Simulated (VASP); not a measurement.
# SiC (P6_3mc) in VASP: a series of runs, part 2 of 2

VASP 6.6.1.

## (3) Single point, PBE

This run uses another cell than the first one, of 10.50 Å³/atom, 1.031 times its volume.

Input file INCAR:

```
SYSTEM = SiC
PREC = Accurate
ENCUT = 520
EDIFF = 1E-6
ISMEAR = 0
SIGMA = 0.02
LREAL = .FALSE.
LASPH = .TRUE.
NELM = 100
ALGO = Normal
ISIF = 2
LWAVE = .FALSE.
LCHARG = .TRUE.
GGA = PE
LELF = .TRUE.
LVHAR = .TRUE.
NBANDS = 26
```

Input file KPOINTS:

```
regular mesh
0
G
  12 12 4
  0 0 0
```

Input file POSCAR:

```
SiC
1.0
    3.0941203459      0.0000000000      0.0000000000
   -1.5470601729      2.6795868219      0.0000000000
    0.0000000000      0.0000000000     10.1293398386
Si C
4 4
Direct
    0.6666666667      0.3333333333      0.9378441869
    0.3333333333      0.6666666667      0.4378441869
    0.0000000000      0.0000000000      0.6878995585
    0.0000000000      0.0000000000      0.1878995585
    0.6666666667      0.3333333333      0.7498074513
    0.3333333333      0.6666666667      0.2498074513
    0.0000000000      0.0000000000      0.5004478033
    0.0000000000      0.0000000000      0.0004478033
```

Potentials or basis: VASP PAW PBE potentials, release 64 (Si, C).

Command:

```console
cat potpaw_PBE.64/Si/POTCAR potpaw_PBE.64/C/POTCAR > POTCAR
mpirun -np 1 vasp_std > vasp.out
```

OUTCAR:

```text
SYSTEM = SiC
   PREC = Accurate
   ENCUT = 520
   EDIFF = 1E-6
   ISMEAR = 0
   LREAL = .FALSE.
   LASPH = .TRUE.
   NELM = 100
   ISIF = 2
   GGA = PE

 ion  position               nearest neighbor table
   1  0.667  0.333  0.938-   8 1.90   8 1.90   8 1.90   5 1.90   3 3.10   3 3.10   3 3.10   4 3.10
                             4 3.10   4 3.10
   2  0.333  0.667  0.438-   7 1.90   7 1.90   7 1.90   6 1.90   4 3.10   4 3.10   4 3.10   3 3.10
                             3 3.10   3 3.10
   3  0.000  0.000  0.688-   5 1.89   5 1.89   5 1.89   7 1.90   1 3.10   1 3.10   1 3.10   2 3.10
                             2 3.10   2 3.10
   4  0.000  0.000  0.188-   6 1.89   6 1.89   6 1.89   8 1.90   2 3.10   2 3.10   2 3.10   1 3.10
                             1 3.10   1 3.10
   5  0.667  0.333  0.750-   3 1.89   3 1.89   3 1.89   1 1.90
   6  0.333  0.667  0.250-   4 1.89   4 1.89   4 1.89   2 1.90
   7  0.000  0.000  0.500-   2 1.90   2 1.90   2 1.90   3 1.90
   8  0.000  0.000  0.000-   1 1.90   1 1.90   1 1.90   4 1.90

  LATTYP: Found a hexagonal cell.
 ALAT       =     3.0941203459
 C/A-ratio  =     3.2737381570

  Lattice vectors:

 A1 = (   3.0941203459,   0.0000000000,   0.0000000000)
 A2 = (  -1.5470601729,   2.6795868219,   0.0000000000)
 A3 = (   0.0000000000,   0.0000000000,  10.1293398386)

Analysis of symmetry for initial positions (statically):
=====================================================================
 Subroutine PRICEL returns:
 Original cell was already a primitive cell.

 Routine SETGRP: Setting up the symmetry group for a
 hexagonal supercell.

 Subroutine GETGRP returns: Found 12 space group operations
 (whereof  6 operations were pure point group operations)
 out of a pool of 24 trial point group operations.

The static configuration has the point symmetry C_3v.
 The point group associated with its full space group is C_6v.

Analysis of symmetry for dynamics (positions and initial velocities):
=====================================================================
 Subroutine PRICEL returns:
 Original cell was already a primitive cell.

 Routine SETGRP: Setting up the symmetry group for a
 hexagonal supercell.

 Subroutine GETGRP returns: Found 12 space group operations
 (whereof  6 operations were pure point group operations)
 out of a pool of 24 trial point group operations.

The dynamic configuration has the point symmetry C_3v.
 The point group associated with its full space group is C_6v.

 Subroutine INISYM returns: Found 12 space group operations
 (whereof  6 operations are pure point group operations),
 and found     1 'primitive' translations

----------------------------------------------------------------------------------------

                                     Primitive cell

  volume of cell :      83.9820

  direct lattice vectors                    reciprocal lattice vectors
     3.094120346  0.000000000  0.000000000     0.323193634  0.186595932  0.000000000
    -1.547060173  2.679586822  0.000000000     0.000000000  0.373191864  0.000000000
     0.000000000  0.000000000 10.129339839     0.000000000  0.000000000  0.098723117

  length of vectors
     3.094120346  3.094120346 10.129339839     0.373191864  0.373191864  0.098723117
[... 54 lines left out ...]
  0.333333  0.000000  0.000000      6.000000
  0.416667 -0.000000  0.000000      6.000000
[... 16 lines left out ...]
  0.250000  0.000000  0.250000     12.000000
  0.333333  0.000000  0.250000     12.000000
 [... further k-points ...]
   k-points           NKPTS =     57   k-points in BZ     NKDIM =     57   number of bands    NBANDS=     26
   number of dos      NEDOS =    301   number of ions     NIONS =      8
   total plane-waves  NPLWV =  46080
   dimension x,y,z NGX =    24 NGY =   24 NGZ =   80
   dimension x,y,z NGXF=    48 NGYF=   48 NGZF=  160
   ions per type =               4   4
   NGX,Y,Z   is equivalent  to a cutoff of  12.90, 12.90, 13.13 a.u.
   NGXF,Y,Z  is equivalent  to a cutoff of  25.79, 25.79, 26.26 a.u.
 SYSTEM =  SiC
   PREC   = accura    normal or accurate (medium, high low for compatibility)
   ISTART =      0    job   : 0-new  1-cont  2-samecut
   ICHARG =      2    charge: 1-file 2-atom 10-const
   ISPIN  =      1    spin polarized calculation?
   LNONCOLLINEAR =      F non collinear calculations
   LSORBIT =      F    spin-orbit coupling
   LASPH  =      T    aspherical Exc in radial PAW
   ENCUT  =  520.0 eV  38.22 Ry    6.18 a.u.   5.75  5.75 18.83*2*pi/ulx,y,z
   NELM   =    100;   NELMIN=  2; NELMDL= -5     # of ELM steps
   EDIFF  = 0.1E-05   stopping-criterion for ELM
   LREAL  =      F    real-space projection
   EDIFFG = 0.1E-04   stopping-criterion for IOM
   NSW    =      0    number of steps for IOM
   IBRION =     -1    ionic relax: 0-MD 1-quasi-New 2-CG
   NFREE  =      0    steps in history (QN), initial steepest desc. (CG)
   ISIF   =      2    stress and relaxation
   ISYM   =      2    0-nonsym 1-usesym 2-fastsym
   POTIM  = 0.5000    time-step for ionic-motion
   TEBEG  =    0.0;   TEEND  =   0.0 temperature during run
   PSTRESS=    0.0 pullay stress
   NELECT =      32.0000    total number of electrons
   NUPDOWN=      -1.0000    fix difference up-down
   EMIN   =  10.00;   EMAX   =-10.00  energy-range for DOS
   EFERMI =   0.00;   METHOD = LEGACY
   ISMEAR =     0;   SIGMA  =   0.02  broadening in eV -4-tet -1-fermi 0-gaus
   EFERMI_NEDOS =   21; number of points for ismear=-14 and -15
   IALGO  =     38    algorithm
   IMIX   =      4    mixing-type and parameters
     AMIX     =   0.40;   BMIX     =  1.00
     AMIX_MAG =   1.60;   BMIX_MAG =  1.00
  volume/ion in A,a.u.               =      10.50        70.84
  Fermi-wavevector in a.u.,A,eV,Ry     =   1.186851  2.242823 19.165366  1.408615
  Thomas-Fermi vector in A             =   2.323015
   LORBIT       =      0    0 simple, 1 ext, 2 COOP (PROOUT), +10 PAW based schemes
   GGA     = PE    functional components
   LHFCALC =     F    Hartree Fock is set to
   AEXX    =    0.0000 exact exchange contribution
   IVDW    =     0    specifies the selected vdW correction
   LEPSILON=     F    determine dielectric tensor
   LRPA    =     F    only Hartree local field effects (RPA)
 non-spin polarized calculation
 Gauss-broadening in eV      SIGMA  =   0.02
  energy-cutoff  :      520.00
  volume of cell :       83.98
 maximum number of plane-waves:      2280
 NGX is ok and might be reduce to    24
   NGX = 11   NGY = 11   NGZ = 37

 number of electron      32.0000001 magnetization

 Free energy of the ion-electron system (eV)
  ---------------------------------------------------
  ext. energy  EPLUGINS =         0.00000000
  ---------------------------------------------------
  free energy    TOTEN  =       -60.24903481 eV

  energy without entropy =      -60.24903481  energy(sigma->0) =      -60.24903481

 E-fermi :   8.1021     XC(G=0): -11.2898

 val. band max:        8.0107842380   @ k =   0.0000   0.0000   0.0000
 cond. band min:      10.2336821707   @ k =   0.5000   0.0000   0.0000
 fundamental gap:      2.2228979327
 Fermi energy:         8.1021357887

 k-point     1 :       0.0000    0.0000    0.0000
  band No.  band energies     occupation
      1      -7.3547      2.00000
      2      -6.1916      2.00000
      3      -6.1559      2.00000
      4      -3.8427      2.00000
      5      -0.5168      2.00000
      6       3.6583      2.00000
[... 685 lines left out ...]
     25      16.5312      0.00000
     26      17.1653      0.00000

 [... further k-points ...]

------------------------ aborting loop because EDIFF is reached ----------------------------------------

  FORCE on cell =-STRESS in cart. coord.  units (eV):
  Direction    XX          YY          ZZ          XY          YZ          ZX
  --------------------------------------------------------------------------------------
  -------------------------------------------------------------------------------------
  Total       -0.0270536     -0.0270536     -0.0234940     -0.0000000      0.0000000     -0.0000000
  in kB       -0.5161178     -0.5161178     -0.4482091     -0.0000000      0.0000000     -0.0000000
  external PRESSURE =      -0.4934816 kB  Pullay stress =       0.0000000 kB

 VOLUME and BASIS-vectors are now :
 -----------------------------------------------------------------------------
  energy-cutoff  :      520.00
  volume of cell :       83.98
      direct lattice vectors                 reciprocal lattice vectors
     3.094120346  0.000000000  0.000000000     0.323193634  0.186595932  0.000000000
    -1.547060173  2.679586822  0.000000000     0.000000000  0.373191864  0.000000000
     0.000000000  0.000000000 10.129339839     0.000000000  0.000000000  0.098723117

 POSITION                                       TOTAL-FORCE (eV/Angst)
 -----------------------------------------------------------------------------------
      1.54706      0.89320      9.49974         0.000000      0.000000      0.001146
     -0.00000      1.78639      4.43507         0.000000     -0.000000      0.001146
      0.00000      0.00000      6.96797         0.000000      0.000000     -0.001268
      0.00000      0.00000      1.90330        -0.000000     -0.000000     -0.001268
      1.54706      0.89320      7.59505        -0.000000      0.000000     -0.000126
     -0.00000      1.78639      2.53038         0.000000     -0.000000     -0.000126
      0.00000      0.00000      5.06921        -0.000000      0.000000      0.000248
      0.00000      0.00000      0.00454         0.000000     -0.000000      0.000248
 -----------------------------------------------------------------------------------
    total drift:                                0.000000      0.000000     -0.000926

  FREE ENERGIE OF THE ION-ELECTRON SYSTEM (eV)
  ---------------------------------------------------
  free  energy   TOTEN  =       -60.2490348113 eV

  energy  without entropy=      -60.2490348113  energy(sigma->0) =      -60.24903481
```

Wall time 100 s (1 thread of Intel Xeon 6975P-C, shared host); peak memory 0.25 GiB.

What came out:

* Free energy: -60.2490 eV
* Pressure: 0.0 GPa
* Band gap on the k mesh: 2.22 eV, indirect (least direct gap 3.34 eV)

Levels at points of the mesh, in eV from the valence-band top:
```csv
k point,band 12,band 13,band 14,band 15,band 16,band 17,band 18,band 19,band 20,band 21
"(0.00, 0.00, 0.00)",-0.58,-0.58,-0.05,0.00,0.00,4.96,5.54,6.12,6.18,6.88
"(0.50, 0.00, 0.00)",-2.37,-2.34,-2.20,-1.56,-1.12,2.22,2.34,4.18,4.66,5.23
"(0.00, 0.00, 0.50)",-1.04,-0.21,-0.21,-0.21,-0.21,5.17,5.17,6.61,6.61,6.98
"(0.50, 0.00, 0.50)",-2.99,-2.48,-2.48,-1.54,-1.54,2.63,2.63,4.17,4.17,6.01
```

## (4) Single point, PBE (volume scaled by 1.03, then relaxed in part)

Input file INCAR:

```
SYSTEM = SiC
PREC = Accurate ; ENCUT = 520
EDIFF = 1E-6 ; ISMEAR = 0
SIGMA = 0.02 ; LREAL = .FALSE.
LASPH = .TRUE. ; NELM = 80
ALGO = Normal ; ISIF = 2
LWAVE = .FALSE. ; LCHARG = .TRUE.
GGA = PE ; LELF = .TRUE.
LVHAR = .TRUE. ; NBANDS = 26
```

KPOINTS is that of step 3.

Input file POSCAR:

```
SiC
1.0
    3.1247570266      0.0000000000      0.0000000000
   -1.5623785133      2.7061189657      0.0000000000
    0.0000000000      0.0000000000     10.2296362103
Si C
4 4
Direct
    0.6666666667      0.3333333333      0.9378441878
    0.3333333333      0.6666666667      0.4378441878
    0.0000000000      0.0000000000      0.6878995565
    0.0000000000      0.0000000000      0.1878995565
    0.6666666667      0.3333333333      0.7498074458
    0.3333333333      0.6666666667      0.2498074458
    0.0000000000      0.0000000000      0.5004478099
    0.0000000000      0.0000000000      0.0004478099
```

Potentials or basis: VASP PAW PBE potentials, release 64 (Si, C).

Command:

```console
cat potpaw_PBE.64/Si/POTCAR potpaw_PBE.64/C/POTCAR > POTCAR
mpirun -np 1 vasp_std > vasp.out
```

OUTCAR:

```text
SYSTEM = SiC
   PREC = Accurate
   ENCUT = 520
   EDIFF = 1E-6
   ISMEAR = 0
   LREAL = .FALSE.
   LASPH = .TRUE.
   NELM = 80
   ISIF = 2
   GGA = PE

 ion  position               nearest neighbor table
   1  0.667  0.333  0.938-   8 1.91   8 1.91   8 1.91   5 1.92   3 3.13   3 3.13   3 3.13   4 3.13
                             4 3.13   4 3.13
   2  0.333  0.667  0.438-   7 1.91   7 1.91   7 1.91   6 1.92   4 3.13   4 3.13   4 3.13   3 3.13
                             3 3.13   3 3.13
   3  0.000  0.000  0.688-   5 1.91   5 1.91   5 1.91   7 1.92   1 3.13   1 3.13   1 3.13   2 3.13
                             2 3.13   2 3.13
   4  0.000  0.000  0.188-   6 1.91   6 1.91   6 1.91   8 1.92   2 3.13   2 3.13   2 3.13   1 3.13
                             1 3.13   1 3.13
   5  0.667  0.333  0.750-   3 1.91   3 1.91   3 1.91   1 1.92
   6  0.333  0.667  0.250-   4 1.91   4 1.91   4 1.91   2 1.92
   7  0.000  0.000  0.500-   2 1.91   2 1.91   2 1.91   3 1.92
   8  0.000  0.000  0.000-   1 1.91   1 1.91   1 1.91   4 1.92

  LATTYP: Found a hexagonal cell.
 ALAT       =     3.1247570266
 C/A-ratio  =     3.2737381253

  Lattice vectors:

 A1 = (   3.1247570266,   0.0000000000,   0.0000000000)
 A2 = (  -1.5623785133,   2.7061189657,   0.0000000000)
 A3 = (   0.0000000000,   0.0000000000,  10.2296362103)

Analysis of symmetry for initial positions (statically):
=====================================================================
 Subroutine PRICEL returns:
 Original cell was already a primitive cell.

 Routine SETGRP: Setting up the symmetry group for a
 hexagonal supercell.

 Subroutine GETGRP returns: Found 12 space group operations
 (whereof  6 operations were pure point group operations)
 out of a pool of 24 trial point group operations.

The static configuration has the point symmetry C_3v.
 The point group associated with its full space group is C_6v.

Analysis of symmetry for dynamics (positions and initial velocities):
=====================================================================
 Subroutine PRICEL returns:
[... 148 lines left out ...]
   LHFCALC =     F    Hartree Fock is set to
   AEXX    =    0.0000 exact exchange contribution
   IVDW    =     0    specifies the selected vdW correction
   LEPSILON=     F    determine dielectric tensor
   LRPA    =     F    only Hartree local field effects (RPA)
 non-spin polarized calculation
 Gauss-broadening in eV      SIGMA  =   0.02
  energy-cutoff  :      520.00
  volume of cell :       86.50
 maximum number of plane-waves:      2348
 NGX is ok and might be reduce to    24
   NGX = 11   NGY = 11   NGZ = 39

 number of electron      32.0000001 magnetization

 Free energy of the ion-electron system (eV)
  ---------------------------------------------------
  ext. energy  EPLUGINS =         0.00000000
  ---------------------------------------------------
  free energy    TOTEN  =       -60.20119595 eV

  energy without entropy =      -60.20119595  energy(sigma->0) =      -60.20119595

 E-fermi :   7.7841     XC(G=0): -11.1616

 val. band max:        7.6840462662   @ k =   0.0000   0.0000   0.0000
 cond. band min:       9.8994345643   @ k =   0.5000  -0.0000   0.0000
 fundamental gap:      2.2153882981
 Fermi energy:         7.7840806999

 k-point     1 :       0.0000    0.0000    0.0000
  band No.  band energies     occupation
      1      -7.4512      2.00000
      2      -6.3157      2.00000
      3      -6.2820      2.00000
      4      -4.0466      2.00000
      5      -0.6814      2.00000
      6       3.3851      2.00000
[... 685 lines left out ...]
     25      15.9991      0.00000
     26      16.6448      0.00000

 [... further k-points ...]

------------------------ aborting loop because EDIFF is reached ----------------------------------------

  FORCE on cell =-STRESS in cart. coord.  units (eV):
  Direction    XX          YY          ZZ          XY          YZ          ZX
  --------------------------------------------------------------------------------------
  -------------------------------------------------------------------------------------
  Total       -3.2444508     -3.2444508     -3.1979094      0.0000000      0.0000000      0.0000000
  in kB      -60.0936318    -60.0936318    -59.2315935      0.0000000      0.0000000      0.0000000
  external PRESSURE =     -59.8062857 kB  Pullay stress =       0.0000000 kB

 VOLUME and BASIS-vectors are now :
 -----------------------------------------------------------------------------
  energy-cutoff  :      520.00
  volume of cell :       86.50
      direct lattice vectors                 reciprocal lattice vectors
     3.124757027  0.000000000  0.000000000     0.320024882  0.184766452  0.000000000
    -1.562378513  2.706118966  0.000000000     0.000000000  0.369532904  0.000000000
     0.000000000  0.000000000 10.229636210     0.000000000  0.000000000  0.097755187

 POSITION                                       TOTAL-FORCE (eV/Angst)
 -----------------------------------------------------------------------------------
      1.56238      0.90204      9.59380         0.000000      0.000000      0.009849
     -0.00000      1.80408      4.47899        -0.000000     -0.000000      0.009849
      0.00000      0.00000      7.03696        -0.000000      0.000000     -0.004881
      0.00000      0.00000      1.92214         0.000000     -0.000000     -0.004881
      1.56238      0.90204      7.67026         0.000000      0.000000     -0.004773
     -0.00000      1.80408      2.55544        -0.000000     -0.000000     -0.004773
      0.00000      0.00000      5.11940         0.000000      0.000000     -0.000194
      0.00000      0.00000      0.00458        -0.000000     -0.000000     -0.000194
 -----------------------------------------------------------------------------------
    total drift:                               -0.000000     -0.000000     -0.000271

  FREE ENERGIE OF THE ION-ELECTRON SYSTEM (eV)
  ---------------------------------------------------
  free  energy   TOTEN  =       -60.2011959469 eV

  energy  without entropy=      -60.2011959469  energy(sigma->0) =      -60.20119595
```

stdout:

```text
POSCAR found type information on POSCAR SiC
 POSCAR found :  2 types and       8 ions
 scaLAPACK will be used
 LDA part: xc-table for (Slater+PW92), standard interpolation
 POSCAR, INCAR and KPOINTS ok, starting setup
 FFT: planning ... GRIDC
 FFT: planning ... GRID_SOFT
 FFT: planning ... GRID
 WAVECAR not read
 entering main loop
```

Run time: 1.9 min. Hardware: 1 thread of Intel Xeon 6975P-C, shared host; peak memory 0.25 GiB.

Results:

| Property | Result |
| --- | --- |
| Free energy | -60.2012 eV |
| Pressure | -6.0 GPa |
| Largest force | 0.010 eV/Å |
| Band gap on the k mesh | 2.22 eV, indirect (least direct gap 3.32 eV) |

Forces on the atoms (eV/Å):
```
Si   0.000  0.000  0.010
Si   0.000  0.000  0.010
Si   0.000  0.000 -0.005
Si   0.000  0.000 -0.005
C    0.000  0.000 -0.005
C    0.000  0.000 -0.005
C    0.000  0.000  0.000
C    0.000  0.000  0.000
```

Caveat: the cell differs from its parent crystal (volume scaled by 1.03, then relaxed in part). A k mesh can miss the band edges.

## (5) The runs side by side

```tsv
cell	gap on the mesh (eV)	pressure (GPa)	largest force (eV/Å)
a = 3.063, b = 3.063, c = 10.027 Å, angles 90.0, 90.0, 120.0°, 8 atoms	2.23	6.8	0.01
a = 3.094, b = 3.094, c = 10.129 Å, angles 90.0, 90.0, 120.0°, 8 atoms	2.22	0.0	-
a = 3.125, b = 3.125, c = 10.230 Å, angles 90.0, 90.0, 120.0°, 8 atoms	2.22	-6.0	0.01
```

Alike in all rows: task single point; level PBE; potentials or basis VASP PAW PBE potentials, release 64 (Si, C); no spin polarisation; k mesh 12 × 12 × 4; cutoff (eV) 520; smearing gaussian 0.02 eV.

Total energies depend on the potentials used, so only differences within one code and one set of settings carry meaning.
